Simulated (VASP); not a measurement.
# Si (Fd-3m) in VASP: elastic constants with r2SCAN

Aim: the elastic constants of Si with r2SCAN.

Program: VASP 6.6.1. These are calculated values, not measurements. Logs are shortened: lines on timing, memory, paths and dates and some standing lists are left out, and cuts for length are marked.

### 1 The cell of the first run

It takes space group Fd-3m (No. 227, cubic). Conventional cell: a = 5.444 Å, b = 5.444 Å, c = 5.444 Å, α = 90.00°, β = 90.00°, γ = 90.00°. Within 3.1 Å of Si (site symmetry -43m) lie 4 Si at 2.36 Å.

### 2 Elastic constants, r2SCAN

The input, INCAR:

```
PREC = Accurate
ENCUT = 600
EDIFF = 1E-8
ISMEAR = 0
SIGMA = 0.01
LREAL = F
LASPH = T
NELM = 60
ALGO = Normal
ISIF = 3
LWAVE = F
LCHARG = T
METAGGA = R2SCAN
LMIXTAU = T
NBANDS = 11
IBRION = 6
NFREE = 2
POTIM = 0.015
NSW = 1
```

The input, KPOINTS:

```
Automatic mesh
0
Gamma
  7 7 7
```

The input, POSCAR:

```
Si
1.0
    0.0000000000      2.7218511865      2.7218511865
    2.7218511865      0.0000000000      2.7218511865
    2.7218511865      2.7218511865      0.0000000000
Si
2
Direct
    0.5000000000      0.5000000000      0.5000000000
    0.7500000000      0.7500000000      0.7500000000
```

Potentials or basis: VASP PAW PBE potentials, release 64 (Si).

The run is started by

```bash
cat potpaw_PBE.64/Si/POTCAR > POTCAR
mpirun -np 1 vasp_std > vasp.out
```

OUTCAR:

```text
PREC = Accurate
   ENCUT = 600
   EDIFF = 1E-8
   ISMEAR = 0
   LREAL = F
   LASPH = T
   NELM = 60
   ISIF = 3
   METAGGA = R2SCAN
   IBRION = 6
   NFREE = 2
   POTIM = 0.015
   NSW = 1

 ion  position               nearest neighbor table
   1  0.500  0.500  0.500-   2 2.36   2 2.36   2 2.36   2 2.36
   2  0.750  0.750  0.750-   1 2.36   1 2.36   1 2.36   1 2.36

  LATTYP: Found a face centered cubic cell.
 ALAT       =     5.4437023730

  Lattice vectors:

 A1 = (   0.0000000000,   2.7218511865,   2.7218511865)
 A2 = (   2.7218511865,   0.0000000000,   2.7218511865)
 A3 = (   2.7218511865,   2.7218511865,   0.0000000000)

Analysis of symmetry for initial positions (statically):
=====================================================================
 Subroutine PRICEL returns:
 Original cell was already a primitive cell.

 Routine SETGRP: Setting up the symmetry group for a
 face centered cubic supercell.

 Subroutine GETGRP returns: Found 48 space group operations
 (whereof 24 operations were pure point group operations)
 out of a pool of 48 trial point group operations.

The static configuration has the point symmetry T_d .
 The point group associated with its full space group is O_h .

Analysis of symmetry for dynamics (positions and initial velocities):
=====================================================================
 Subroutine PRICEL returns:
 Original cell was already a primitive cell.

 Routine SETGRP: Setting up the symmetry group for a
 face centered cubic supercell.

 Subroutine GETGRP returns: Found 48 space group operations
 (whereof 24 operations were pure point group operations)
 out of a pool of 48 trial point group operations.

The dynamic configuration has the point symmetry T_d .
 The point group associated with its full space group is O_h .

 Subroutine INISYM returns: Found 48 space group operations
 (whereof 24 operations are pure point group operations),
[... 665 lines left out ...]
      3       4.6035      2.00000
      4       4.6961      2.00000
      5       7.7542      0.00000
      6       9.8913      0.00000
      7       9.9210      0.00000
      8      10.5582      0.00000
      9      12.6039      0.00000
     10      14.2067      0.00000
     11      15.7268      0.00000

 [... further k-points ...]

------------------------ aborting loop because EDIFF is reached ----------------------------------------

  FORCE on cell =-STRESS in cart. coord.  units (eV):
  Direction    XX          YY          ZZ          XY          YZ          ZX
  --------------------------------------------------------------------------------------
  -------------------------------------------------------------------------------------
  Total       -0.0474251     -0.0437565     -0.0437565      0.0000000     -0.1402876      0.0000000
  in kB       -1.8840646     -1.7383227     -1.7383227      0.0000000     -5.5732276      0.0000000
  external PRESSURE =      -1.7869033 kB  Pullay stress =       0.0000000 kB
[... 17 lines left out ...]
  FREE ENERGIE OF THE ION-ELECTRON SYSTEM (eV)
  ---------------------------------------------------
  free  energy   TOTEN  =       -17.5403484076 eV

  energy  without entropy=      -17.5403484076  energy(sigma->0) =      -17.54034841

 INTERNAL STRAIN TENSORS FROM STRAINED CELLS
 ============================================

 INTERNAL STRAIN TENSOR FOR ION    1 for displacements in x,y,z  (eV/Angst):
          X           Y           Z          XY          YZ          ZX
  --------------------------------------------------------------------------------
  x     0.00000     0.00000    -0.00000     0.00000     9.35205     0.00000
  y     0.00000    -0.00000    -0.00000    -0.00000     0.00000     9.35192
  z     0.00000    -0.00000     0.00000     9.35184    -0.00000     0.00000

 INTERNAL STRAIN TENSORS FROM DISPLACED ATOMS
 ============================================

 INTERNAL STRAIN TENSOR FOR ION    1 for displacements in x,y,z  (eV/Angst):
          X           Y           Z          XY          YZ          ZX
  --------------------------------------------------------------------------------
  x    -0.00000    -0.00000    -0.00000     0.00000     9.35224     0.00000
  y    -0.00000    -0.00000    -0.00000     0.00000     0.00000     9.35224
  z    -0.00000    -0.00000    -0.00000     9.35224     0.00000     0.00000

 INTERNAL STRAIN TENSOR FOR ION    2 for displacements in x,y,z  (eV/Angst):
          X           Y           Z          XY          YZ          ZX
  --------------------------------------------------------------------------------
  x     0.00000     0.00000     0.00000     0.00000    -9.35224     0.00000
  y     0.00000     0.00000     0.00000     0.00000     0.00000    -9.35224
  z     0.00000     0.00000     0.00000    -9.35224     0.00000     0.00000

 Eigenvectors and eigenvalues of the dynamical matrix
 ----------------------------------------------------

   1 f  =   15.530901 THz    97.583527 2PiTHz  518.055084 cm-1    64.230615 meV
             X         Y         Z           dx          dy          dz
      2.721851  2.721851  2.721851     0.000000   -0.707107    0.000000
      4.082777  4.082777  4.082777     0.000000    0.707107    0.000000
[... 21 lines left out ...]
   6 f  =    0.000000 THz     0.000000 2PiTHz    0.000000 cm-1     0.000000 meV
             X         Y         Z           dx          dy          dz
      2.721851  2.721851  2.721851     0.000000    0.000000    0.707107
      4.082777  4.082777  4.082777     0.000000    0.000000    0.707107

--------------------------------------------------------------------------------------------------------

 ELASTIC MODULI CONTR FROM IONIC RELAXATION (kBar)
 Direction    XX          YY          ZZ          XY          YZ          ZX
 --------------------------------------------------------------------------------
 XX          -0.0000     -0.0000     -0.0000      0.0000      0.0000      0.0000
 YY          -0.0000     -0.0000     -0.0000      0.0000      0.0000      0.0000
 ZZ          -0.0000     -0.0000     -0.0000      0.0000      0.0000      0.0000
 XY           0.0000      0.0000      0.0000   -250.7164      0.0000      0.0000
 YZ           0.0000      0.0000      0.0000      0.0000   -250.7164      0.0000
 ZX           0.0000      0.0000      0.0000      0.0000      0.0000   -250.7164
 --------------------------------------------------------------------------------

 TOTAL ELASTIC MODULI (kBar)
 Direction    XX          YY          ZZ          XY          YZ          ZX
 --------------------------------------------------------------------------------
 XX        1683.0087    614.0549    614.0549      0.0000     -0.0000      0.0000
 YY         614.0549   1683.0087    614.0549      0.0000     -0.0000      0.0000
 ZZ         614.0549    614.0549   1683.0087      0.0000      0.0000     -0.0000
 XY           0.0000      0.0000      0.0000    824.7123      0.0000      0.0000
 YZ          -0.0000     -0.0000      0.0000      0.0000    824.7123      0.0000
 ZX           0.0000      0.0000     -0.0000      0.0000      0.0000    824.7123
 --------------------------------------------------------------------------------
```

OSZICAR:

```text
N       E                     dE             d eps       ncg     rms          rms(c)
DAV:   1     0.205220480420E+01    0.20522E+01   -0.36945E+03   440   0.687E+02
DAV:   2    -0.181210917840E+02   -0.20173E+02   -0.19255E+02   565   0.904E+01
[... 237 lines left out ...]
DAV:   6    -0.175403479619E+02   -0.15619E-04   -0.17059E-05  1489   0.314E-02    0.755E-04
DAV:   7    -0.175403482906E+02   -0.32868E-06   -0.20248E-06  1615   0.104E-02    0.426E-04
DAV:   8    -0.175403484392E+02   -0.14862E-06   -0.23659E-07  1600   0.390E-03    0.139E-04
DAV:   9    -0.175403483715E+02    0.67707E-07   -0.39015E-08  1543   0.202E-03    0.482E-05
DAV:  10    -0.175403484145E+02   -0.42986E-07   -0.10268E-08  1494   0.104E-03    0.282E-05
DAV:  11    -0.175403484076E+02    0.69626E-08   -0.79838E-10   809   0.222E-04
  15 F= -.17540348E+02 E0= -.17540348E+02  d E =-.359726E-32
```

Wall time 20 min (1 thread of Intel Xeon Platinum 8488C (Sapphire Rapids), shared host); peak memory 0.24 GiB.

What came out:

```yaml
Elastic_constants_C11_C12_C44: 168, 61, 82 GPa
Voigt_bulk_modulus: 97 GPa
Highest_phonon_frequency_at_Γ: 518 cm⁻¹
```

Phonon frequencies in cm⁻¹ (negative: imaginary):
| q point | frequencies |
| --- | --- |
| (0.000, 0.000, 0.000) | 0 0 0 518 518 518 |

Elastic tensor in Voigt notation (GPa, in the Cartesian axes of the cell as first typed):
```
168  61  61   0   0   0
 61 168  61   0   0   0
 61  61 168   0   0   0
  0   0   0  82   0   0
  0   0   0   0  82   0
  0   0   0   0   0  82
```

Clamped-ion elastic tensor (GPa):
```
168  61  61   0   0   0
 61 168  61   0   0   0
 61  61 168   0   0   0
  0   0   0 108   0   0
  0   0   0   0 108   0
  0   0   0   0   0 108
```

Caveat: the PAW data sets were made with another functional, which shifts forces and pressure a little.
